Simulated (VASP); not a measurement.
A run of VASP 6.6.1:

The input INCAR:

```
ALGO = Normal
EDIFF = 1E-6
ENCUT = 520
GGA = PS
ISIF = 2
ISMEAR = -1
LASPH = T
LCHARG = T
LELF = T
LREAL = F
LVHAR = T
LWAVE = F
NBANDS = 28
NELM = 100
PREC = Accurate
SIGMA = 0.05
```

Contents of KPOINTS:

```
k-points
0
Gamma
  10 10 3
```

The input POSCAR:

```
Ti3Al
1.0
    2.8677796942      0.0000000000      0.0000000000
   -1.4338898471      2.4835700677      0.0000000000
    0.0000000000      0.0000000000      9.0380160492
Ti Al
3 1
Direct
    0.3333333333      0.6666666667      0.2494060000
    0.3333333333      0.6666666667      0.7505940000
    0.6666666667      0.3333333333      0.0000000000
    0.6666666667      0.3333333333      0.5000000000
```

Potentials or basis: VASP PAW PBE potentials, release 64 (Ti_sv, Al).

Run with:

```sh
$ cat potpaw_PBE.64/Ti_sv/POTCAR potpaw_PBE.64/Al/POTCAR > POTCAR
$ mpirun -np 1 vasp_std > vasp.out
```

Hardware: 1 thread of Intel Xeon 6975P-C, on a shared host.

Problem. Estimate the wall time of this run.

Solution. It took 57 s on 1 thread of Intel Xeon 6975P-C (shared host), peak memory 0.2 GiB. Counts: scf iterations 16, k points 28.
